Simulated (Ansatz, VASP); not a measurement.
# One calculation of MgS, two programs

```xyz
2
Lattice="0.0000 2.7481 2.7481 2.7481 0.0000 2.7481 2.7481 2.7481 0.0000" Properties=species:S:1:pos:R:3 pbc="T T T"
Mg    0.0000    0.0000    0.0000
S     4.1222    4.1222    4.1222
```

Change from the starting cell: strain -0.030 along x and y, -0.030 along z, atoms carried along.

Alike in both runs: task single point; functional LDA; k mesh 8 × 8 × 8; occupations gaussian, width 0.05 eV; no spin polarisation.

|  | VASP | Ansatz |
| --- | --- | --- |
| version | VASP 6.6.1 | Ansatz 0.2.0 |
| potentials or method | VASP PAW LDA potentials, release 64 (Mg, S), cutoff 520 eV | scalar-relativistic, plane waves, PAW |
| valence electrons in the cell | 8 | 16 |

```csv
,VASP,Ansatz,Ansatz less VASP
gap on the k mesh at the Fermi level (eV),3.57,3.57,+0.001
least direct gap on the mesh (eV),3.65,3.64,-0.013
pressure (GPa),3.3,3.6,+0.34
```

LDA's correlation is that of Perdew and Zunger in VASP and of Perdew and Wang (1992) in Ansatz. VASP's potentials hold 8 valence electrons a cell and Ansatz's 16, so a difference there can come from the potentials and not from the codes.
